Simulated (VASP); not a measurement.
Wanted: the native input for a VASP 6.6.1 run.

| Property | Result |
| --- | --- |
| Task | relaxation of cell and atoms |
| Functional | PBEsol |
| Potentials or basis | VASP PAW PBE potentials, release 64 (Sr_sv, O) |
| Cutoff | 600 eV |
| k mesh | 6 × 6 × 4 |
| Occupations | gaussian, width 0.1 eV |
| Spin | no spin polarisation |
| Dipole correction | no |
| Further INCAR settings | ALGO = Normal; EDIFF = 1e-07; IBRION = 2; EDIFFG = -0.05; NSW = 80; ISIF = 3 |

The structure of SrO lies in POSCAR:

```
SrO
1.0
    4.2450076250      0.0000000000      0.0000000000
   -2.1225038125      3.6762844425      0.0000000000
    0.0000000000      0.0000000000      7.0112474520
Sr O
2 2
Direct
    0.6666666667      0.3333333333      0.5007799926
    0.3333333333      0.6666666667      0.0007799926
    0.6666666667      0.3333333333      0.8742210074
    0.3333333333      0.6666666667      0.3742210074
```

One way to write it, as run:

INCAR

```
PREC = Accurate
ENCUT = 600
EDIFF = 1E-7
ISMEAR = 0
SIGMA = 0.1
LREAL = F
LASPH = T
NELM = 80
ALGO = Normal
ISIF = 3
LWAVE = F
LCHARG = F
GGA = PS
IBRION = 2
NSW = 80
EDIFFG = -0.05
```

KPOINTS

```
regular mesh
0
Gamma
  6 6 4
```

Potentials or basis: VASP PAW PBE potentials, release 64 (Sr_sv, O).

The run is started by

```sh
$ cat potpaw_PBE.64/Sr_sv/POTCAR potpaw_PBE.64/O/POTCAR > POTCAR
$ mpirun -np 1 vasp_std > vasp.out
```

Results of the run:

- Relaxed volume: 20.05 Å³/atom
- Relaxed cell: a = 4.251 Å, b = 4.251 Å, c = 5.125 Å, α = 90.00°, β = 90.00°, γ = 120.00°
- Space group after relaxing (to 0.1 Å): P6_3/mmc (No. 194)
- Energy gained by relaxing: 307.7 meV/atom
- Ionic steps: 29
- Pressure after relaxing: -0.3 GPa
- Largest force after relaxing: 0.033 eV/Å
- Band gap on the k mesh: 2.56 eV

Caveat: the volume moved by over 15 % at a fixed basis, so the end points are rough; the PAW data sets were made with another functional, which shifts forces and pressure a little; the relaxation stopped at a loose force limit of 0.05 eV/Å, so its end isn't a converged minimum.

It took 12 min on 1 thread of Intel(R) Xeon(R) Platinum 8488C (Sapphire Rapids), with other jobs on the host, peak memory 0.28 GiB.
